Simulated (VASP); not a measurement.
BiTe: single point with PBE

BiTe:

```xyz
2
Lattice="0.0000 3.1506 3.1506 3.1506 0.0000 3.1506 3.1506 3.1506 0.0000" Properties=species:S:1:pos:R:3 pbc="T T T"
Bi    0.0000    0.0000    0.0000
Te    3.1506    3.1506    3.1506
```

| Item | Value |
| --- | --- |
| Program | VASP 6.6.1 |
| Task | single point |
| Functional | PBE |
| Potentials or basis | VASP PAW PBE potentials, release 64 (Bi_d, Te) |
| Cutoff | 520 eV |
| k mesh | 12 × 12 × 12 |
| Occupations | gaussian, width 0.1 eV |
| Spin | no spin polarisation |

The pressure is 5.4 GPa and the band gap on the k mesh is zero (an odd number of electrons rules out a gap without spin polarisation).

Levels at points of the mesh, in eV from the Fermi level:
```tsv
k point	band 8	band 9	band 10	band 11	band 12	band 13
(0.00, 0.00, 0.00)	-2.76	-2.76	-2.76	2.33	2.33	2.33
(0.50, 0.00, 0.00)	-2.08	-2.08	-1.56	-0.84	-0.74	-0.74
(0.50, 0.50, 0.00)	-6.21	-4.40	-4.40	1.95	3.98	3.98
```

Run time: 2 min on 1 thread of Intel Xeon 8259CL (shared host), peak memory 0.25 GiB.

Caveat: the cell stands under pressure; spin-orbit coupling is left out, which moves the levels of the heavy elements.
